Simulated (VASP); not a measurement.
NiO:

```
Ni O
1.0
     0.00000    2.09131    2.09131
     2.09131    0.00000    2.09131
     2.09131    2.09131    0.00000
Ni O
1 1
Direct
  0.00000 0.00000 0.00000
  0.50000 0.50000 0.50000
```

Base run:

```yaml
Program: VASP 6.6.1
Functional: PBEsol
Potentials_or_basis: VASP PAW PBE potentials, release 64 (Ni_sv_GW, O_h)
Cutoff: 1340 eV
k_mesh: 8 × 8 × 8
Occupations: gaussian, width 0.05 eV
Spin: collinear spin, ferromagnetic start
Starting_moments: "[1.49, 0.1] μB"
Fixed_moment: 1.5 μB
Hubbard_terms: Ni d U = 4.0 eV
```

Its results: pressure -6.0 GPa; site moments Ni +1.40; O +0.07 μB.

Q: The run is repeated on the same cell with these changes: fixed moment from 1.5 μB to 2 μB; moments at the start from [1.49, 0.1] to [1.83, 0.29]. What comes out?

A: Pressure -1.2 GPa; site moments Ni +1.73; O +0.18 μB.

Caveats: the PAW data sets were made with another functional, which shifts forces and pressure a little; the total moment is fixed, so each spin has its own Fermi level and the state may be an excited one; a cell with one magnetic atom can't hold antiferromagnetic order, which such compounds often take; the cell stands under tension (at least some runs).
